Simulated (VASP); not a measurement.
# Si2I (Pnnm) in VASP: a series of runs, part 2 of 2

VASP 6.6.1.

## (3) Single point, PBE

This run uses another cell than the first one, of 25.37 Å³/atom, 0.971 times its volume.

The input, INCAR:

```
PREC = Accurate
ENCUT = 520
EDIFF = 1E-6
ISMEAR = 0
SIGMA = 0.1
LREAL = F
LASPH = T
NELM = 60
ALGO = Normal
ISIF = 2
LWAVE = F
LCHARG = T
GGA = PE
LELF = T
LVHAR = T
NBANDS = 24
```

The input, KPOINTS:

```
Automatic mesh
0
Gamma
  4 4 4
```

The input, POSCAR:

```
Si2I
1.0
    6.0322486750      0.0000000000      0.0000000000
    0.0000000000      6.2159229135      0.0000000000
    0.0000000000      0.0000000000      4.0601673774
Si I
4 2
Direct
    0.2250000000      0.8250000000      0.5000000000
    0.7250000000      0.6750000000      0.0000000000
    0.7750000000      0.1750000000      0.5000000000
    0.2750000000      0.3250000000      0.0000000000
    0.5000000000      0.5000000000      0.5000000000
    0.0000000000      0.0000000000      0.0000000000
```

Potentials or basis: VASP PAW PBE potentials, release 64 (Si, I).

On the command line:

```
$ cat potpaw_PBE.64/Si/POTCAR potpaw_PBE.64/I/POTCAR > POTCAR
$ mpirun -np 1 vasp_std > vasp.out
```

OUTCAR:

```text
PREC = Accurate
   ENCUT = 520
   EDIFF = 1E-6
   ISMEAR = 0
   LREAL = F
   LASPH = T
   NELM = 60
   ISIF = 2
   GGA = PE

 ion  position               nearest neighbor table
   1  0.225  0.825  0.500-   5 2.61   6 2.67   6 2.67
   2  0.725  0.675  0.000-   6 2.61   5 2.67   5 2.67
   3  0.775  0.175  0.500-   5 2.61   6 2.67   6 2.67
   4  0.275  0.325  0.000-   6 2.61   5 2.67   5 2.67
   5  0.500  0.500  0.500-   1 2.61   3 2.61   2 2.67   4 2.67   2 2.67   4 2.67
   6  0.000  0.000  0.000-   2 2.61   4 2.61   3 2.67   1 2.67   1 2.67   3 2.67

  LATTYP: Found a simple orthorhombic cell.
 ALAT       =     4.0601673774
 B/A-ratio  =     1.4857142857
 C/A-ratio  =     1.5309523810

  Lattice vectors:

 A1 = (   0.0000000000,   0.0000000000,   4.0601673774)
 A2 = (   6.0322486750,   0.0000000000,   0.0000000000)
 A3 = (   0.0000000000,   6.2159229135,   0.0000000000)

Analysis of symmetry for initial positions (statically):
=====================================================================
 Subroutine PRICEL returns:
 Original cell was already a primitive cell.

 Routine SETGRP: Setting up the symmetry group for a
 simple orthorhombic supercell.

 Subroutine GETGRP returns: Found  8 space group operations
 (whereof  4 operations were pure point group operations)
 out of a pool of  8 trial point group operations.

The static configuration has the point symmetry C_2h.
 The point group associated with its full space group is D_2h.

Analysis of symmetry for dynamics (positions and initial velocities):
=====================================================================
 Subroutine PRICEL returns:
 Original cell was already a primitive cell.

 Routine SETGRP: Setting up the symmetry group for a
 simple orthorhombic supercell.

 Subroutine GETGRP returns: Found  8 space group operations
 (whereof  4 operations were pure point group operations)
 out of a pool of  8 trial point group operations.

The dynamic configuration has the point symmetry C_2h.
 The point group associated with its full space group is D_2h.

 Subroutine INISYM returns: Found  8 space group operations
 (whereof  4 operations are pure point group operations),
 and found     1 'primitive' translations

----------------------------------------------------------------------------------------

                                     Primitive cell

  volume of cell :     152.2400

  direct lattice vectors                    reciprocal lattice vectors
     6.032248675  0.000000000  0.000000000     0.165775659  0.000000000  0.000000000
     0.000000000  6.215922914  0.000000000     0.000000000  0.160877156  0.000000000
     0.000000000  0.000000000  4.060167377     0.000000000  0.000000000  0.246295265

  length of vectors
     6.032248675  6.215922914  4.060167377     0.165775659  0.160877156  0.246295265

  position of ions in fractional coordinates (direct lattice)
     0.225000000  0.825000000  0.500000000
     0.725000000  0.675000000  0.000000000
     0.775000000  0.175000000  0.500000000
     0.275000000  0.325000000  0.000000000
     0.500000000  0.500000000  0.500000000
     0.000000000  0.000000000  0.000000000

  ion indices of the primitive-cell ions
   primitive index   ion index
                 1           1
                 2           2
                 3           3
[... 34 lines left out ...]
  0.500000  0.000000  0.000000      1.000000
  0.000000  0.250000  0.000000      2.000000
  0.250000  0.250000  0.000000      4.000000
  0.500000  0.250000  0.000000      2.000000
[... 16 lines left out ...]
  0.250000  0.250000  0.500000      4.000000
  0.500000  0.250000  0.500000      2.000000
 [... further k-points ...]
   k-points           NKPTS =     27   k-points in BZ     NKDIM =     27   number of bands    NBANDS=     24
   number of dos      NEDOS =    301   number of ions     NIONS =      6
   total plane-waves  NPLWV =  69120
   dimension x,y,z NGX =    48 NGY =   48 NGZ =   30
   dimension x,y,z NGXF=    96 NGYF=   96 NGZF=   60
   ions per type =               4   2
   NGX,Y,Z   is equivalent  to a cutoff of  13.23, 12.84, 12.28 a.u.
   NGXF,Y,Z  is equivalent  to a cutoff of  26.46, 25.68, 24.57 a.u.
 SYSTEM =  unknown system
   PREC   = accura    normal or accurate (medium, high low for compatibility)
   ISTART =      0    job   : 0-new  1-cont  2-samecut
   ICHARG =      2    charge: 1-file 2-atom 10-const
   ISPIN  =      1    spin polarized calculation?
   LNONCOLLINEAR =      F non collinear calculations
   LSORBIT =      F    spin-orbit coupling
   LASPH  =      T    aspherical Exc in radial PAW
   ENCUT  =  520.0 eV  38.22 Ry    6.18 a.u.  11.22 11.56  7.55*2*pi/ulx,y,z
   NELM   =     60;   NELMIN=  2; NELMDL= -5     # of ELM steps
   EDIFF  = 0.1E-05   stopping-criterion for ELM
   LREAL  =      F    real-space projection
   EDIFFG = 0.1E-04   stopping-criterion for IOM
   NSW    =      0    number of steps for IOM
   IBRION =     -1    ionic relax: 0-MD 1-quasi-New 2-CG
   NFREE  =      0    steps in history (QN), initial steepest desc. (CG)
   ISIF   =      2    stress and relaxation
   ISYM   =      2    0-nonsym 1-usesym 2-fastsym
   POTIM  = 0.5000    time-step for ionic-motion
   TEBEG  =    0.0;   TEEND  =   0.0 temperature during run
   PSTRESS=    0.0 pullay stress
   NELECT =      30.0000    total number of electrons
   NUPDOWN=      -1.0000    fix difference up-down
   EMIN   =  10.00;   EMAX   =-10.00  energy-range for DOS
   EFERMI =   0.00;   METHOD = LEGACY
   ISMEAR =     0;   SIGMA  =   0.10  broadening in eV -4-tet -1-fermi 0-gaus
   EFERMI_NEDOS =   21; number of points for ismear=-14 and -15
   IALGO  =     38    algorithm
   IMIX   =      4    mixing-type and parameters
     AMIX     =   0.40;   BMIX     =  1.00
     AMIX_MAG =   1.60;   BMIX_MAG =  1.00
  volume/ion in A,a.u.               =      25.37       171.23
  Fermi-wavevector in a.u.,A,eV,Ry     =   0.952662  1.800271 12.348178  0.907565
  Thomas-Fermi vector in A             =   2.081246
   LORBIT       =      0    0 simple, 1 ext, 2 COOP (PROOUT), +10 PAW based schemes
   GGA     = PE    functional components
   LHFCALC =     F    Hartree Fock is set to
   AEXX    =    0.0000 exact exchange contribution
   IVDW    =     0    specifies the selected vdW correction
   LEPSILON=     F    determine dielectric tensor
   LRPA    =     F    only Hartree local field effects (RPA)
 non-spin polarized calculation
 Gauss-broadening in eV      SIGMA  =   0.10
  energy-cutoff  :      520.00
  volume of cell :      152.24
 maximum number of plane-waves:      4124
 NGX is ok and might be reduce to    48
   NGX = 23   NGY = 23   NGZ = 15

 number of electron      30.0000000 magnetization

 Free energy of the ion-electron system (eV)
  ---------------------------------------------------
  ext. energy  EPLUGINS =         0.00000000
  ---------------------------------------------------
  free energy    TOTEN  =       -14.00154824 eV

  energy without entropy =      -13.96434591  energy(sigma->0) =      -13.98294707

 E-fermi :   6.4559     XC(G=0):  -9.3105

 val. band max:        6.4552133057   @ k =   0.2500   0.5000   0.2500
 cond. band min:       6.4561709425   @ k =   0.0000   0.2500   0.0000
 fundamental gap:      0.0009576367
 Fermi energy:         6.4558854215

 k-point     1 :       0.0000    0.0000    0.0000
  band No.  band energies     occupation
      1     -10.0451      2.00000
      2      -9.4513      2.00000
      3      -2.9403      2.00000
      4      -2.9401      2.00000
      5      -0.1396      2.00000
      6      -0.0268      2.00000
[... 637 lines left out ...]
     23      11.1976      0.00000
     24      11.1976      0.00000

 [... further k-points ...]

------------------------ aborting loop because EDIFF is reached ----------------------------------------

  FORCE on cell =-STRESS in cart. coord.  units (eV):
  Direction    XX          YY          ZZ          XY          YZ          ZX
  --------------------------------------------------------------------------------------
  -------------------------------------------------------------------------------------
  Total        7.9690963      8.9132389     11.8221512     -0.0000000      0.0000000      0.0000000
  in kB       83.8669522     93.8031315    124.4165913     -0.0000000      0.0000000      0.0000000
  external PRESSURE =     100.6955584 kB  Pullay stress =       0.0000000 kB

 VOLUME and BASIS-vectors are now :
 -----------------------------------------------------------------------------
  energy-cutoff  :      520.00
  volume of cell :      152.24
      direct lattice vectors                 reciprocal lattice vectors
     6.032248675  0.000000000  0.000000000     0.165775659  0.000000000  0.000000000
     0.000000000  6.215922914  0.000000000     0.000000000  0.160877156  0.000000000
     0.000000000  0.000000000  4.060167377     0.000000000  0.000000000  0.246295265

 POSITION                                       TOTAL-FORCE (eV/Angst)
 -----------------------------------------------------------------------------------
      1.35726      5.12814      2.03008         0.567958      0.196369      0.000000
      4.37338      4.19575      0.00000         0.567958     -0.196369      0.000000
      4.67499      1.08779      2.03008        -0.567958     -0.196369     -0.000000
      1.65887      2.02017      0.00000        -0.567958      0.196369      0.000000
      3.01612      3.10796      2.03008         0.000000      0.000000      0.000000
      0.00000      0.00000      0.00000         0.000000      0.000000      0.000000
 -----------------------------------------------------------------------------------
    total drift:                               -0.000000     -0.000000      0.000000

  FREE ENERGIE OF THE ION-ELECTRON SYSTEM (eV)
  ---------------------------------------------------
  free  energy   TOTEN  =       -14.0015482439 eV

  energy  without entropy=      -13.9643459052  energy(sigma->0) =      -13.98294707
```

OSZICAR:

```text
N       E                     dE             d eps       ncg     rms          rms(c)
DAV:   1     0.102889077871E+03    0.10289E+03   -0.11180E+04  1296   0.101E+03
DAV:   2    -0.691194565193E+01   -0.10980E+03   -0.10277E+03  1664   0.155E+02
DAV:   3    -0.142173199031E+02   -0.73054E+01   -0.71188E+01  1664   0.380E+01
DAV:   4    -0.143818181803E+02   -0.16450E+00   -0.16420E+00  1696   0.677E+00
DAV:   5    -0.143844529955E+02   -0.26348E-02   -0.26344E-02  1672   0.799E-01    0.220E+01
DAV:   6    -0.140138346707E+02    0.37062E+00   -0.55016E-01  1408   0.334E+00    0.129E+01
DAV:   7    -0.140175469023E+02   -0.37122E-02   -0.47057E-01  1512   0.261E+00    0.445E+00
DAV:   8    -0.140073303261E+02    0.10217E-01   -0.39697E-02  1416   0.935E-01    0.280E+00
DAV:   9    -0.140024738057E+02    0.48565E-02   -0.10993E-02  1472   0.417E-01    0.138E+00
DAV:  10    -0.140015179742E+02    0.95583E-03   -0.47581E-03  1464   0.287E-01    0.716E-01
DAV:  11    -0.140015300979E+02   -0.12124E-04   -0.37899E-04  1496   0.961E-02    0.206E-01
DAV:  12    -0.140015481329E+02   -0.18035E-04   -0.29148E-05  1584   0.239E-02    0.191E-01
DAV:  13    -0.140015479967E+02    0.13622E-06   -0.13260E-05  1424   0.184E-02    0.165E-02
DAV:  14    -0.140015482439E+02   -0.24713E-06   -0.11580E-06   816   0.470E-03
   1 F= -.14001548E+02 E0= -.13982947E+02  d E =-.372023E-01
```

stdout:

```text
POSCAR found type information on POSCAR SiI
 POSCAR found :  2 types and       6 ions
 scaLAPACK will be used
 LDA part: xc-table for (Slater+PW92), standard interpolation
 POSCAR, INCAR and KPOINTS ok, starting setup
 FFT: planning ... GRIDC
 FFT: planning ... GRID_SOFT
 FFT: planning ... GRID
 WAVECAR not read
 entering main loop
```

Wall time 55 s (1 thread of Intel Xeon Platinum 8375C at 2.90GHz (Ice Lake), shared host); peak memory 0.27 GiB.

What came out:

| Quantity | Value |
| --- | --- |
| Free energy | -14.0015 eV |
| Pressure | 10.1 GPa |
| Largest force | 0.601 eV/Å |
| Band gap on the k mesh | zero (band 15 reaches 7.10 eV, above the bottom of band 16 at 5.42 eV) |

Forces on the atoms (eV/Å):
```
Si   0.568  0.196  0.000
Si   0.568 -0.196  0.000
Si  -0.568 -0.196  0.000
Si  -0.568  0.196  0.000
I    0.000  0.000  0.000
I    0.000  0.000  0.000
```

Caveat: the k points lie up to 0.39 Å⁻¹ apart; spin-orbit coupling is left out, which moves the levels of the heavy elements.

## (4) Single point, PBE

This run uses another cell than the first one, of 26.32 Å³/atom, 1.007 times its volume.

The input, INCAR:

```
ALGO = Normal
EDIFF = 1E-7
ENCUT = 520
GGA = PE
ISIF = 2
ISMEAR = 0
LASPH = True
LCHARG = False
LREAL = False
LWAVE = False
NBANDS = 24
NELM = 60
PREC = Accurate
SIGMA = 0.1
```

The input, KPOINTS:

```
k-points
0
Gamma
  4 4 4
```

The input, POSCAR:

```
Si2I
1.0
    5.4958322936      0.0000000000      0.0000000000
    0.0000000000      7.9825801571      0.0000000000
    0.0000000000      0.0000000000      3.5992842686
Si I
4 2
Direct
    0.3689646045      0.8813769626      0.5000000000
    0.8689646045      0.6186230374      0.0000000000
    0.6310353955      0.1186230374      0.5000000000
    0.1310353955      0.3813769626      0.0000000000
    0.5000000000      0.5000000000      0.5000000000
    0.0000000000      0.0000000000      0.0000000000
```

On the command line:

```
$ cat potpaw_PBE.64/Si/POTCAR potpaw_PBE.64/I/POTCAR > POTCAR
$ mpirun -np 1 vasp_std > vasp.out
```

It took 70 s on 1 thread of Intel Xeon Platinum 8375C at 2.90GHz (Ice Lake), shared host; peak memory 0.27 GiB.

It converged, with:

```
Free energy            : -18.7337 eV
Pressure               : 0.0 GPa
Largest force          : 0.008 eV/Å
Band gap on the k mesh : zero (band 15 reaches 7.82 eV, above the bottom of band 16 at 4.65 eV)
```

Forces in eV/Å, atoms in the order of the input:
```
Si  -0.002  0.008  0.000
Si  -0.002 -0.008  0.000
Si   0.002 -0.008  0.000
Si   0.002  0.008  0.000
I    0.000  0.000  0.000
I    0.000  0.000  0.000
```

Stress tensor (GPa, compression positive):
```
-0.06  0.00  0.00
 0.00  0.18  0.00
 0.00  0.00 -0.01
```

Levels at points of the mesh, in eV from the Fermi level:
```
           k point  band 10  band 11  band 12  band 13  band 14  band 15  band 16  band 17  band 18  band 19
(0.00, 0.00, 0.00)    -2.48    -2.15    -1.96    -1.72    -0.50     1.53     1.54     2.22     2.46     2.58
(0.50, 0.00, 0.00)    -2.78    -2.50    -2.50    -0.84    -0.84     0.03     0.03     1.15     1.15     2.58
(0.00, 0.50, 0.00)    -2.76    -2.67    -2.67    -0.81    -0.81     2.08     2.08     2.45     2.45     2.68
(0.50, 0.50, 0.00)    -3.11    -2.49    -2.49    -0.66    -0.66     1.07     1.07     1.08     1.08     3.52
(0.00, 0.00, 0.50)    -4.86    -3.10    -3.10    -2.15    -2.15    -0.56    -0.56     0.04     0.04     1.09
(0.50, 0.00, 0.50)    -4.98    -1.79    -1.79    -1.25    -1.25     0.39     0.39     0.84     0.84     1.15
(0.00, 0.50, 0.50)    -4.82    -3.90    -3.90    -2.26    -2.26    -1.08    -1.08     0.77     0.77     1.86
(0.50, 0.50, 0.50)    -4.07    -3.30    -3.30    -0.90    -0.90    -0.23    -0.23     0.97     0.97     2.13
```

Caveat: the k points lie up to 0.44 Å⁻¹ apart; spin-orbit coupling is left out, which moves the levels of the heavy elements.

## (5) Overview

```tsv
cell	k mesh	gap on the mesh (eV)	pressure (GPa)	largest force (eV/Å)
a = 5.206, b = 8.602, c = 3.502 Å, 6 atoms	4 × 2 × 6	none	0.2	0.02
a = 6.032, b = 6.216, c = 4.060 Å, 6 atoms	4 × 4 × 4	none	10.1	0.60
a = 5.496, b = 7.983, c = 3.599 Å, 6 atoms	4 × 4 × 4	none	0.0	0.01
```

Alike in all rows: task single point; level PBE; potentials or basis VASP PAW PBE potentials, release 64 (Si, I); no spin polarisation; cutoff (eV) 520; smearing gaussian 0.1 eV.

Caveats: all runs use coarse meshes; spin-orbit coupling is left out, which moves the levels of the heavy elements.

Absolute energies hang on the potentials; compare differences alone.
